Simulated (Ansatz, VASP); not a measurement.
One calculation of PbF2, two programs

File INCAR:

```
SYSTEM = PbF2
ALGO = Normal
EDIFF = 1E-6
ENCUT = 520
GGA = PE
ISIF = 2
ISMEAR = -1
LASPH = .TRUE.
LCHARG = .FALSE.
LREAL = .FALSE.
LWAVE = .FALSE.
NBANDS = 37
NELM = 60
PREC = Accurate
SIGMA = 0.02
```

KPOINTS

```
k-points
0
G
  4 6 6
  0 0 0
```

POSCAR

```
PbF2
1.0
    5.8916182408      0.0000000000      0.0000000000
    0.0000000000      2.9458159690      2.9458164277
    0.0000000000     -2.9458159690      2.9458164277
Pb F
2 4
Direct
    0.5000000000      0.9699092238      0.9699092238
    0.0000000000      0.4699092238      0.4699092238
    0.7500052183      0.9699224585      0.4699213178
    0.2499947817      0.4699213178      0.9699224585
    0.7499947817      0.4699224585      0.9699213178
    0.2500052183      0.9699213178      0.4699224585
```

Input for Ansatz:

```yaml
crystal:
  lattice:
    - [5.8916182408, 0.0, 0.0]
    - [0.0, 2.945815969, 2.9458164277]
    - [0.0, -2.945815969, 2.9458164277]
  atoms:
    - { symbol: Pb, position: [0.5, 0.9699092238, 0.9699092238] }
    - { symbol: Pb, position: [0.0, 0.4699092238, 0.4699092238] }
    - { symbol: F, position: [0.7500052183, 0.9699224585, 0.4699213178] }
    - { symbol: F, position: [0.2499947817, 0.4699213178, 0.9699224585] }
    - { symbol: F, position: [0.7499947817, 0.4699224585, 0.9699213178] }
    - { symbol: F, position: [0.2500052183, 0.9699213178, 0.4699224585] }
kpoints:
  mp_grid: { grid: [4, 6, 6] }
  band_path:
    path:
      - [[0.0, 0.0, 0.0], [0.0, 0.5000003615226, -0.5000003615226], [0.249999599548, 0.6250004713679, -0.3750002516772]]
      - [[0.7499987986439, 0.3750002711419, -0.3750002711419], [0.0, 0.0, 0.0], [0.4999991990959, 0.500000400452, 3.892947054884e-08], [0.4999991990959, 0.5000003615226, -0.5000003615226], [0.0, 0.5000003615226, -0.5000003615226]]
    npoints: 10
hamiltonian:
  xc: pbe
scf:
  occupations: { method: fermi_dirac, width: 0.02 }
  n_extra_bands: 5
output:
  forces: true
  stress: true
  eigenvalues: true
```

Alike in both runs: task single point; functional PBE; k mesh 4 × 6 × 6; occupations fermi-dirac, width 0.02 eV; no spin polarisation.

|  | VASP | Ansatz |
| --- | --- | --- |
| version | VASP 6.6.1 | Ansatz 0.2.0 |
| potentials or method | VASP PAW PBE potentials, release 64 (Pb_d, F) | plane waves, PAW |
| plane-wave cutoff (eV) | 520 | 420 |
| valence electrons in the cell | 56 | 56 |

Ansatz gave:

* gap on the k mesh at the Fermi level (eV): 4.41
* pressure (GPa): 4.2

**Question.** Which values does VASP return?

**Answer.** gap on the k mesh at the Fermi level (eV): 4.41; pressure (GPa): 4.0.

Ansatz's warnings: near symmetry operation missed by atoms, structure snapped to symmetry, symmetry narrowed to a group.

Neither program's run includes spin-orbit coupling.
